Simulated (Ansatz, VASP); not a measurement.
**TaN in VASP and in Ansatz**

File INCAR:

```
SYSTEM = TaN
ALGO = Normal ; EDIFF = 1E-6
ENCUT = 520 ; GGA = PS
ISIF = 2 ; ISMEAR = 1
LASPH = .TRUE. ; LCHARG = .TRUE.
LELF = .TRUE. ; LREAL = Auto
LVHAR = .TRUE. ; LWAVE = .FALSE.
NBANDS = 168 ; NELM = 100
PREC = Accurate ; SIGMA = 0.1
```

Contents of KPOINTS:

```
k-points
0
G
  2 2 3
  0 0 0
```

The input POSCAR:

```
TaN
1.0
    7.7675072914      4.4845723682      0.0000000000
   -7.7675072417      4.4845724543      0.0000000000
    0.0000000000      0.0000000000      5.7917586531
Ta N
18 18
Direct
    0.0000000000      0.0000000000      0.0000000000
    0.3333333333      0.6666666667      0.0000000000
    0.6666666667      0.3333333333      0.0000000000
    0.0000000000      0.6666666667      0.2500000000
    0.3333333333      0.3333333334      0.2500000000
    0.6666666667      0.0000000000      0.2500000000
    0.0000000000      0.3333333333      0.2500000000
    0.3333333333      0.0000000000      0.2500000000
    0.6666666667      0.6666666666      0.2500000000
    0.0000000000      0.0000000000      0.5000000000
    0.3333333333      0.6666666667      0.5000000000
    0.6666666667      0.3333333333      0.5000000000
    0.0000000000      0.6666666667      0.7500000000
    0.3333333333      0.3333333334      0.7500000000
    0.6666666667      0.0000000000      0.7500000000
    0.0000000000      0.3333333333      0.7500000000
    0.3333333333      0.0000000000      0.7500000000
    0.6666666667      0.6666666666      0.7500000000
    0.1311380464      0.8688619536      0.0000000000
    0.4644713797      0.5355286203      0.0000000000
    0.7978047131      0.2021952869      0.0000000000
    0.0710572405      0.5355286203      0.0000000000
    0.4043905739      0.2021952869      0.0000000000
    0.7377239072      0.8688619536      0.0000000000
    0.1311380464      0.2622760928      0.0000000000
    0.4644713797      0.9289427595      0.0000000000
    0.7978047131      0.5956094261      0.0000000000
    0.1311380464      0.8688619536      0.5000000000
    0.4644713797      0.5355286203      0.5000000000
    0.7978047131      0.2021952869      0.5000000000
    0.0710572405      0.5355286203      0.5000000000
    0.4043905739      0.2021952869      0.5000000000
    0.7377239072      0.8688619536      0.5000000000
    0.1311380464      0.2622760928      0.5000000000
    0.4644713797      0.9289427595      0.5000000000
    0.7978047131      0.5956094261      0.5000000000
```

Input for Ansatz:

```yaml
crystal:
  lattice:
    - [7.7675072914, 4.4845723682, 0.0]
    - [-7.7675072417, 4.4845724543, 0.0]
    - [0.0, 0.0, 5.7917586573]
  atoms:
    - { symbol: Ta, position: [0.0, 0.0, 0.0] }
    - { symbol: Ta, position: [0.3333333333, 0.6666666667, 0.0] }
    - { symbol: Ta, position: [0.6666666667, 0.3333333333, 0.0] }
    - { symbol: Ta, position: [0.0, 0.6666666667, 0.25] }
    - { symbol: Ta, position: [0.3333333333, 0.3333333334, 0.25] }
    - { symbol: Ta, position: [0.6666666667, 0.0, 0.25] }
    - { symbol: Ta, position: [0.0, 0.3333333333, 0.25] }
    - { symbol: Ta, position: [0.3333333333, 0.0, 0.25] }
    - { symbol: Ta, position: [0.6666666667, 0.6666666666, 0.25] }
    - { symbol: "N", position: [0.1311380463, 0.8688619537, 0.0] }
    - { symbol: "N", position: [0.4644713796, 0.5355286204, 0.0] }
    - { symbol: "N", position: [0.797804713, 0.202195287, 0.0] }
    - { symbol: "N", position: [0.0710572407, 0.5355286204, 0.0] }
    - { symbol: "N", position: [0.4043905741, 0.202195287, 0.0] }
    - { symbol: "N", position: [0.7377239074, 0.8688619537, 0.0] }
    - { symbol: "N", position: [0.1311380463, 0.2622760926, 0.0] }
    - { symbol: "N", position: [0.4644713796, 0.9289427593, 0.0] }
    - { symbol: "N", position: [0.797804713, 0.5956094259, 0.0] }
    - { symbol: Ta, position: [0.0, 0.0, 0.5] }
    - { symbol: Ta, position: [0.3333333333, 0.6666666667, 0.5] }
    - { symbol: Ta, position: [0.6666666667, 0.3333333333, 0.5] }
    - { symbol: Ta, position: [0.0, 0.6666666667, 0.75] }
    - { symbol: Ta, position: [0.3333333333, 0.3333333334, 0.75] }
    - { symbol: Ta, position: [0.6666666667, 0.0, 0.75] }
    - { symbol: Ta, position: [0.0, 0.3333333333, 0.75] }
    - { symbol: Ta, position: [0.3333333333, 0.0, 0.75] }
    - { symbol: Ta, position: [0.6666666667, 0.6666666666, 0.75] }
    - { symbol: "N", position: [0.1311380463, 0.8688619537, 0.5] }
    - { symbol: "N", position: [0.4644713796, 0.5355286204, 0.5] }
    - { symbol: "N", position: [0.797804713, 0.202195287, 0.5] }
    - { symbol: "N", position: [0.0710572407, 0.5355286204, 0.5] }
    - { symbol: "N", position: [0.4043905741, 0.202195287, 0.5] }
    - { symbol: "N", position: [0.7377239074, 0.8688619537, 0.5] }
    - { symbol: "N", position: [0.1311380463, 0.2622760926, 0.5] }
    - { symbol: "N", position: [0.4644713796, 0.9289427593, 0.5] }
    - { symbol: "N", position: [0.797804713, 0.5956094259, 0.5] }
basis:
  ecutwfc: 420
  xc_grid: 2
hamiltonian:
  xc: pbesol
  pseudopotentials: { kind: paw, azcp: { folder: soft_1 } }
kpoints:
  mp_grid: { grid: [2, 2, 3] }
scf:
  occupations: { method: methfessel_paxton, width: 0.1 }
  max_iter: 120
output:
  forces: true
```

Alike in both runs: task single point; functional PBEsol; k mesh 2 × 2 × 3; occupations methfessel-paxton of order 1, width 0.1 eV; no spin polarisation.

```csv
,VASP,Ansatz
version,VASP 6.6.1,Ansatz 0.2.0
potentials or method,"VASP PAW PBE potentials, release 64 (Ta_pv, N), cutoff 520 eV",plane-wave PAW DFT
valence electrons in the cell,288,324
```

|  | VASP | Ansatz | Ansatz less VASP |
| --- | --- | --- | --- |
| rms of the force components (eV/Å) | 0.017 | 0.015 | -0.0023 |

VASP's potentials were made for PBE, not for PBEsol, and Ansatz warns of the same on its side. VASP's potentials hold 288 valence electrons a cell and Ansatz's 324, so a difference there can come from the potentials and not from the codes.

Spin-orbit coupling is off throughout.
